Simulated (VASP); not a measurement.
Write the native input for VASP 6.6.1 that does the following.

```yaml
Task: single point
Functional: PBE
Potentials_or_basis: VASP PAW PBE potentials, release 64 (Pt, H)
Cutoff: 520 eV
k_mesh: 6 × 6 × 1
Occupations: gaussian, width 0.1 eV
Spin: no spin polarisation
Dipole_correction: yes
Further_INCAR_settings: ALGO = Normal; EDIFF = 1e-06; NBANDS = 74
```

The structure of HPt6 lies in POSCAR:

```
HPt6
1.0
    5.6145835605      0.0000000000      0.0000000000
   -2.8072917802      4.8623719950      0.0000000000
    0.0000000000      0.0000000000     22.6197373747
Pt H
12 2
Direct
    0.3333333333      0.1666666667      0.1768367127
    0.3333333333      0.6666666667      0.1768367127
    0.8333333333      0.1666666667      0.1768367127
    0.8333333333      0.6666666667      0.1768367127
    0.1666666667      0.3333333333      0.2789580515
    0.1666666667      0.8333333333      0.2789580515
    0.6666666667      0.3333333333      0.2789580515
    0.6666666667      0.8333333333      0.2789580515
    0.0000000000      0.0000000000      0.3810715055
    0.0000000000      0.5000000000      0.3810715055
    0.5000000000      0.0000000000      0.3810715055
    0.5000000000      0.5000000000      0.3810715055
    0.2114385736      0.4228771471      0.4009656357
    0.2885614264      0.5771228529      0.4009656357
```

One way to write it, as run:

INCAR

```
SYSTEM = HPt6
PREC = Accurate ; ENCUT = 520
EDIFF = 1E-6 ; ISMEAR = 0
SIGMA = 0.1 ; LREAL = .False.
LASPH = .True. ; NELM = 60
ALGO = Normal ; ISIF = 2
LWAVE = .False. ; LCHARG = .False.
LDIPOL = .True. ; IDIPOL = 3
DIPOL = 0.5 0.5 0.296 ; GGA = PE
NBANDS = 74
```

KPOINTS

```
regular mesh
0
Gamma
  6 6 1
  0 0 0
```

Potentials or basis: VASP PAW PBE potentials, release 64 (Pt, H).

The run is started by

```sh
$ cat potpaw_PBE.64/Pt/POTCAR potpaw_PBE.64/H/POTCAR > POTCAR
$ mpirun -np 1 vasp_std > vasp.out
```

Results of the run:

```yaml
Largest_force: 8.328 eV/Å
Band_gap_on_the_k_mesh: zero (bands 61 and 62 overlap by 0.59 eV)
```

Caveat: spin-orbit coupling is left out, which moves the levels of the heavy elements.

It took 59 min on 1 thread of Intel Xeon 8259CL (shared host), peak memory 0.9 GiB.
